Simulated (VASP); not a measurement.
Wanted: the native input for a VASP 6.6.1 run.

| Property | Result |
| --- | --- |
| Task | single point |
| Functional | PBE |
| Potentials or basis | VASP PAW PBE potentials, release 64 (Cu) |
| Cutoff | 520 eV |
| k mesh | 1 × 2 × 1 |
| Occupations | gaussian, width 0.1 eV |
| Spin | no spin polarisation |
| Dipole correction | no |
| Further INCAR settings | ALGO = Normal; EDIFF = 1e-06; NBANDS = 12 |

The structure of Cu lies in POSCAR:

```
Cu
1.0
   11.5702539529      0.0000000000      0.0000000000
    0.0000000000      2.2382121000      0.0000000000
   -4.5956239420      0.0000000000     21.7433883473
Cu
1
Direct
    0.5000000000      0.5000000000      0.5000000000
```

The input as run:

INCAR

```
SYSTEM = Cu
ALGO = Normal
EDIFF = 1E-6
ENCUT = 520
GGA = PE
ISIF = 2
ISMEAR = 0
LASPH = .True.
LCHARG = .False.
LREAL = .False.
LWAVE = .False.
NBANDS = 12
NELM = 100
PREC = Accurate
SIGMA = 0.1
```

KPOINTS

```
k-points
0
Gamma
  1 2 1
  0 0 0
```

Potentials or basis: VASP PAW PBE potentials, release 64 (Cu).

Run with:

```console
$ cat potpaw_PBE.64/Cu/POTCAR > POTCAR
$ mpirun -np 1 vasp_std > vasp.out
```

It gave:

```
Pressure               : 0.2 GPa
Band gap on the k mesh : zero (an odd number of electrons rules out a gap without spin polarisation)
```

Caveat: the k points lie up to 1.40 Å⁻¹ apart, too coarse for converged energies and pressures of a metal.

Wall time 70 s on 1 thread of Intel Xeon 8259CL, on a shared host, peak memory 0.54 GiB.
